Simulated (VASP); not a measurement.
# TaN in VASP: notebook

Runs on TaN. Level: LDA. Tasks: electric field gradients.

All numbers are computed with VASP 6.6.1; they aren't measurements. Logs are shortened: lines on timing, memory, paths and dates and some standing lists are left out, and cuts for length are marked.

## 1. The cell of the first run

The typed cell holds 6 atoms: a = 5.186 Å, b = 5.230 Å, c = 2.908 Å, α = 90.41°, β = 91.14°, γ = 120.85°.

## 2. Electric field gradients, LDA (equal xy, yz and zx shear strains of -2 %)

Contents of INCAR:

```
SYSTEM = TaN
ALGO = Normal
EDIFF = 1E-8
ENCUT = 520
GGA = CA
ISIF = 2
ISMEAR = -1
LASPH = .TRUE.
LCHARG = .FALSE.
LEFG = .TRUE.
LREAL = .FALSE.
LWAVE = .FALSE.
NBANDS = 33
NELM = 60
PREC = Accurate
SIGMA = 0.03
```

Contents of KPOINTS:

```
k-points
0
G
  5 5 8
  0 0 0
```

Contents of POSCAR:

```
TaN
1.0
    5.1849992558     -0.0518499926     -0.0518499926
   -2.6374030386      4.5162660704     -0.0189784145
   -0.0290800000     -0.0290800000      2.9080000000
Ta N
3 3
Direct
    0.0000000000      0.0000000000      0.0000000000
    0.3333333333      0.6666666667      0.5000000000
    0.6666666667      0.3333333333      0.5000000000
    0.5000000000      0.0000000000      0.0000000000
    0.5000000000      0.5000000000      0.0000000000
    0.0000000000      0.5000000000      0.0000000000
```

Potentials or basis: VASP PAW LDA potentials, release 64 (Ta_pv, N).

Run with:

```
$ cat potpaw_LDA.64/Ta_pv/POTCAR potpaw_LDA.64/N/POTCAR > POTCAR
$ mpirun -np 1 vasp_std > vasp.out
```

OUTCAR:

```text
SYSTEM = TaN
   EDIFF = 1E-8
   ENCUT = 520
   GGA = CA
   ISIF = 2
   ISMEAR = -1
   LASPH = .TRUE.
   LREAL = .FALSE.
   NELM = 60
   PREC = Accurate

 ion  position               nearest neighbor table
   1  0.000  0.000  0.000-   5 2.57   5 2.57   4 2.59   4 2.59   6 2.62   6 2.62   2 3.27   3 3.27
                             3 3.30   2 3.30   2 3.34   3 3.34   2 3.34   3 3.34   2 3.35   3 3.35
   2  0.333  0.667  0.500-   6 2.05   4 2.07   5 2.09   5 2.10   6 2.11   4 2.11   3 2.97   3 2.99
                             3 3.02   1 3.27   1 3.30   1 3.34   1 3.34   1 3.35   1 3.36
   3  0.667  0.333  0.500-   6 2.05   4 2.07   5 2.09   5 2.10   6 2.11   4 2.11   2 2.97   2 2.99
                             2 3.02   1 3.27   1 3.30   1 3.34   1 3.34   1 3.35   1 3.36
   4  0.500  0.000  0.000-   3 2.07   2 2.07   2 2.11   3 2.11   1 2.59   1 2.59
   5  0.500  0.500  0.000-   3 2.09   2 2.09   2 2.10   3 2.10   1 2.57   1 2.57
   6  0.000  0.500  0.000-   2 2.05   3 2.05   2 2.11   3 2.11   1 2.62   1 2.62

  LATTYP: Found a triclinic cell.
 ALAT       =     5.1406491871
 B/A-ratio  =     1.0087281861
 C/A-ratio  =     0.5657438739
 COS(alpha) =     0.0198960208
 COS(beta)  =     0.0274156886
 COS(gamma) =     0.4869832429

  Lattice vectors:

 A1 = (   2.5475962172,   4.4644160778,  -0.0708284071)
 A2 = (   5.1849992558,  -0.0518499926,  -0.0518499926)
 A3 = (   0.0290800000,   0.0290800000,  -2.9080000000)

Analysis of symmetry for initial positions (statically):
=====================================================================
 Subroutine PRICEL returns:
 Original cell was already a primitive cell.

 Routine SETGRP: Setting up the symmetry group for a
 triclinic supercell.

 Subroutine GETGRP returns: Found  2 space group operations
 (whereof  2 operations were pure point group operations)
 out of a pool of  2 trial point group operations.

The static configuration has the point symmetry S_2 .

Analysis of symmetry for dynamics (positions and initial velocities):
=====================================================================
 Subroutine PRICEL returns:
 Original cell was already a primitive cell.

 Routine SETGRP: Setting up the symmetry group for a
 triclinic supercell.

 Subroutine GETGRP returns: Found  2 space group operations
 (whereof  2 operations were pure point group operations)
 out of a pool of  2 trial point group operations.

The dynamic configuration has the point symmetry S_2 .

 Subroutine INISYM returns: Found  2 space group operations
 (whereof  2 operations are pure point group operations),
 and found     1 'primitive' translations

----------------------------------------------------------------------------------------

                                     Primitive cell

  volume of cell :      67.6848

  direct lattice vectors                    reciprocal lattice vectors
     5.184999256 -0.051849993 -0.051849993     0.194028005  0.113321131  0.003073491
    -2.637403039  4.516266070 -0.018978414     0.002249952  0.222745231  0.002249952
    -0.029080000 -0.029080000  2.908000000     0.003474227  0.003474227  0.343948439

  length of vectors
     5.185517730  5.230001356  2.908290785     0.224717582  0.222767957  0.343983531

  position of ions in fractional coordinates (direct lattice)
     0.000000000  0.000000000  0.000000000
     0.333333333  0.666666667  0.500000000
     0.666666667  0.333333333  0.500000000
     0.500000000  1.000000000  0.000000000
     0.500000000  0.500000000  0.000000000
     1.000000000  0.500000000  0.000000000

  ion indices of the primitive-cell ions
   primitive index   ion index
                 1           1
                 2           2
                 3           3
                 4           4
                 5           5
                 6           6

----------------------------------------------------------------------------------------

 KPOINTS: k-points

Automatic generation of k-mesh.
 Grid dimensions read from file:
 generate k-points for:    5    5    8

 Generating k-lattice:

  Cartesian coordinates                     Fractional coordinates (reciprocal lattice)
     0.038805601  0.022664226  0.000614698     0.200000000 -0.000000000 -0.000000000
     0.000449990  0.044549046  0.000449990    -0.000000000  0.200000000 -0.000000000
     0.000434278  0.000434278  0.042993555     0.000000000  0.000000000  0.125000000

  Length of vectors
     0.044943516  0.044553591  0.042997941

  Shift w.r.t. Gamma in fractional coordinates (k-lattice)
     0.000000000  0.000000000  0.000000000

 Subroutine IBZKPT returns following result:
 ===========================================

 Found    101 irreducible k-points:

 Following reciprocal coordinates:
            Coordinates               Weight
  0.000000  0.000000  0.000000      1.000000
  0.200000 -0.000000 -0.000000      2.000000
  0.400000 -0.000000 -0.000000      2.000000
 -0.000000  0.200000  0.000000      2.000000
  0.200000  0.200000  0.000000      2.000000
  0.400000  0.200000  0.000000      2.000000
[... 16 lines left out ...]
 -0.200000  0.200000  0.125000      2.000000
 -0.000000  0.400000  0.125000      2.000000
 [... further k-points ...]
   k-points           NKPTS =    101   k-points in BZ     NKDIM =    101   number of bands    NBANDS=     33
   number of dos      NEDOS =    301   number of ions     NIONS =      6
   total plane-waves  NPLWV =  38400
   dimension x,y,z NGX =    40 NGY =   40 NGZ =   24
   dimension x,y,z NGXF=    80 NGYF=   80 NGZF=   48
   ions per type =               3   3
   NGX,Y,Z   is equivalent  to a cutoff of  12.82, 12.71, 13.72 a.u.
   NGXF,Y,Z  is equivalent  to a cutoff of  25.65, 25.43, 27.44 a.u.
 SYSTEM =  TaN
   PREC   = accura    normal or accurate (medium, high low for compatibility)
   ISTART =      0    job   : 0-new  1-cont  2-samecut
   ICHARG =      2    charge: 1-file 2-atom 10-const
   ISPIN  =      1    spin polarized calculation?
   LNONCOLLINEAR =      F non collinear calculations
   LSORBIT =      F    spin-orbit coupling
   LASPH  =      T    aspherical Exc in radial PAW
   ENCUT  =  520.0 eV  38.22 Ry    6.18 a.u.   9.64  9.72  5.41*2*pi/ulx,y,z
   NELM   =     60;   NELMIN=  2; NELMDL= -5     # of ELM steps
   EDIFF  = 0.1E-07   stopping-criterion for ELM
   LREAL  =      F    real-space projection
   EDIFFG = 0.1E-06   stopping-criterion for IOM
   NSW    =      0    number of steps for IOM
   IBRION =     -1    ionic relax: 0-MD 1-quasi-New 2-CG
   NFREE  =      0    steps in history (QN), initial steepest desc. (CG)
   ISIF   =      2    stress and relaxation
   ISYM   =      2    0-nonsym 1-usesym 2-fastsym
   POTIM  = 0.5000    time-step for ionic-motion
   TEBEG  =    0.0;   TEEND  =   0.0 temperature during run
   PSTRESS=    0.0 pullay stress
   NELECT =      48.0000    total number of electrons
   NUPDOWN=      -1.0000    fix difference up-down
   EMIN   =  10.00;   EMAX   =-10.00  energy-range for DOS
   EFERMI =   0.00;   METHOD = LEGACY
   ISMEAR =    -1;   SIGMA  =   0.03  broadening in eV -4-tet -1-fermi 0-gaus
   EFERMI_NEDOS =   21; number of points for ismear=-14 and -15
   IALGO  =     38    algorithm
   IMIX   =      4    mixing-type and parameters
     AMIX     =   0.40;   BMIX     =  1.00
     AMIX_MAG =   1.60;   BMIX_MAG =  1.00
  volume/ion in A,a.u.               =      11.28        76.13
  Fermi-wavevector in a.u.,A,eV,Ry     =   1.459906  2.758822 28.998435  2.131325
  Thomas-Fermi vector in A             =   2.576418
   LORBIT       =      0    0 simple, 1 ext, 2 COOP (PROOUT), +10 PAW based schemes
   GGA     = CA    functional components
   LHFCALC =     F    Hartree Fock is set to
   AEXX    =    0.0000 exact exchange contribution
   IVDW    =     0    specifies the selected vdW correction
   LEPSILON=     F    determine dielectric tensor
   LRPA    =     F    only Hartree local field effects (RPA)
 non-spin polarized calculation
  energy-cutoff  :      520.00
  volume of cell :       67.68
 maximum number of plane-waves:      1839
   NGX = 19   NGY = 19   NGZ = 11

 number of electron      48.0000005 magnetization

 Free energy of the ion-electron system (eV)
  ---------------------------------------------------
  ext. energy  EPLUGINS =         0.00000000
  ---------------------------------------------------
  free energy    TOTEN  =       -71.30253285 eV

  energy without entropy =      -71.29932921  energy(sigma->0) =      -71.30093103

 E-fermi :   8.1001     XC(G=0): -13.2884

 val. band max:        8.0994249848   @ k =  -0.0000   0.0000   0.3750
 cond. band min:       8.1021799206   @ k =   0.0000  -0.2000   0.2500
 fundamental gap:      0.0027549358
 Fermi energy:         8.1001159355

 k-point     1 :       0.0000    0.0000    0.0000
  band No.  band energies     occupation
      1     -27.9309      2.00000
      2     -27.9137      2.00000
      3     -27.5259      2.00000
      4     -27.5174      2.00000
      5     -27.3118      2.00000
      6     -27.1821      2.00000
[... 25 lines left out ...]
     32      11.2814      0.00000
     33      11.3259      0.00000

 k-point     2 :       0.2000   -0.0000   -0.0000
  band No.  band energies     occupation
      1     -27.9446      2.00000
      2     -27.9147      2.00000
      3     -27.4918      2.00000
      4     -27.4842      2.00000
      5     -27.2993      2.00000
      6     -27.2131      2.00000
[... 25 lines left out ...]
     32      11.4411      0.00000
     33      11.6853      0.00000
[... 754 lines left out ...]
     32      11.3627      0.00000
     33      11.8577      0.00000

 k-point    24 :      -0.0000    0.4000    0.1250
  band No.  band energies     occupation
      1     -27.9631      2.00000
      2     -27.8035      2.00000
      3     -27.5536      2.00000
      4     -27.4273      2.00000
      5     -27.3981      2.00000
      6     -27.3485      2.00000
[... 25 lines left out ...]
     32      11.6273      0.00000
     33      11.9054      0.00000

 [... further k-points ...]

------------------------ aborting loop because EDIFF is reached ----------------------------------------

  FORCE on cell =-STRESS in cart. coord.  units (eV):
  Direction    XX          YY          ZZ          XY          YZ          ZX
  --------------------------------------------------------------------------------------
  -------------------------------------------------------------------------------------
  Total       -0.8508800     -0.7933479     -1.6578871      1.0270537      1.7677345      1.7731572
  in kB      -20.1413074    -18.7794571    -39.2440905     24.3115401     41.8443051     41.9726663
  external PRESSURE =     -26.0549517 kB  Pullay stress =       0.0000000 kB

 VOLUME and BASIS-vectors are now :
 -----------------------------------------------------------------------------
  energy-cutoff  :      520.00
  volume of cell :       67.68
      direct lattice vectors                 reciprocal lattice vectors
     5.184999256 -0.051849993 -0.051849993     0.194028005  0.113321131  0.003073491
    -2.637403039  4.516266070 -0.018978414     0.002249952  0.222745231  0.002249952
    -0.029080000 -0.029080000  2.908000000     0.003474227  0.003474227  0.343948439

 POSITION                                       TOTAL-FORCE (eV/Angst)
 -----------------------------------------------------------------------------------
      0.00000      0.00000      0.00000         0.000000      0.000000      0.000000
     -0.04448      2.97902      1.42406         0.304925      0.000282      0.030013
      2.56299      1.45632      1.41311        -0.304925     -0.000282     -0.030013
      2.59250     -0.02592     -0.02592         0.000000      0.000000      0.000000
      1.27380      2.23221     -0.03541        -0.000000      0.000000      0.000000
     -1.31870      2.25813     -0.00949         0.000000      0.000000      0.000000
 -----------------------------------------------------------------------------------
    total drift:                               -0.000000      0.000000     -0.000000

  FREE ENERGIE OF THE ION-ELECTRON SYSTEM (eV)
  ---------------------------------------------------
  free  energy   TOTEN  =       -71.3025328524 eV

  energy  without entropy=      -71.2993292111  energy(sigma->0) =      -71.30093103

 Electric field gradients (V/A^2)
---------------------------------------------------------------------
 ion       V_xx      V_yy      V_zz      V_xy      V_xz      V_yz
---------------------------------------------------------------------
   1     169.090   167.797  -336.887   -19.624   -21.287   -20.893
   2     186.189   187.029  -373.218   -14.947   -52.121   -52.091
   3     186.189   187.029  -373.218   -14.947   -52.121   -52.091
   4      33.099   -28.848    -4.251    -1.458    -0.365    -3.774
   5     -13.518    17.822    -4.303    25.623    -1.507     0.122
   6     -13.139    17.383    -4.244   -27.815    -4.491    -2.712
---------------------------------------------------------------------

 Electric field gradients after diagonalization (V/A^2)
 (convention: |V_zz| > |V_xx| > |V_yy|)
----------------------------------------------------------------------
 ion       V_xx      V_yy      V_zz     asymmetry (V_yy - V_xx)/ V_zz
----------------------------------------------------------------------
   1     188.079   150.632  -338.712       0.111
   2     201.564   181.443  -383.008       0.053
   3     201.564   181.443  -383.008       0.053
   4     -29.450    -3.685    33.135       0.778
   5     -27.963    -4.234    32.197       0.737
   6     -30.647    -3.202    33.849       0.811
----------------------------------------------------------------------

           NMR quadrupolar parameters

 Cq : quadrupolar parameter    Cq=e*Q*V_zz/h
 eta: asymmetry parameters     (V_yy - V_xx)/ V_zz
 Q  : nuclear electric quadrupole moment in mb (millibarn)
----------------------------------------------------------------------
 ion       Cq(MHz)       eta       Q (mb)
----------------------------------------------------------------------
   1      -0.819       0.111       1.000
   2      -0.926       0.053       1.000
   3      -0.926       0.053       1.000
   4       0.080       0.778       1.000
   5       0.078       0.737       1.000
   6       0.082       0.811       1.000
----------------------------------------------------------------------
```

It took 3.5 min on 1 thread of Intel Xeon Platinum 8488C (Sapphire Rapids), shared host; peak memory 0.29 GiB.

What came out:

```yaml
Free_energy: -71.3025 eV
Pressure: -2.6 GPa
Largest_force: 0.306 eV/Å
Band_gap_on_the_k_mesh: zero (bands 24 and 25 overlap by 1.91 eV)
Largest_electric_field_gradient_by_atom: Ta -338.7, -383.0 (each value once); N +33.1, +32.2, +33.8 V/Å²
```

Forces on the atoms (eV/Å):
```
Ta   0.000  0.000  0.000
Ta   0.305  0.000  0.030
Ta  -0.305  0.000 -0.030
N    0.000  0.000  0.000
N    0.000  0.000  0.000
N    0.000  0.000  0.000
```

Electric field gradients, principal values (V/Å²):
```tsv
atom	least	middle	greatest (by size)
1 Ta	150.632	188.079	-338.712
2 Ta	181.443	201.564	-383.008
3 Ta	181.443	201.564	-383.008
4 N	-3.685	-29.450	33.135
5 N	-4.234	-27.963	32.197
6 N	-3.202	-30.647	33.849
```

Caveat: the cell differs from its parent crystal (equal xy, yz and zx shear strains of -2 %); without QUAD_EFG the Cq values of the log hold for a quadrupole moment of 1 mb, not for the nuclei; spin-orbit coupling is left out, which moves the levels of the heavy elements.

(Continued in part 2 of 3.)
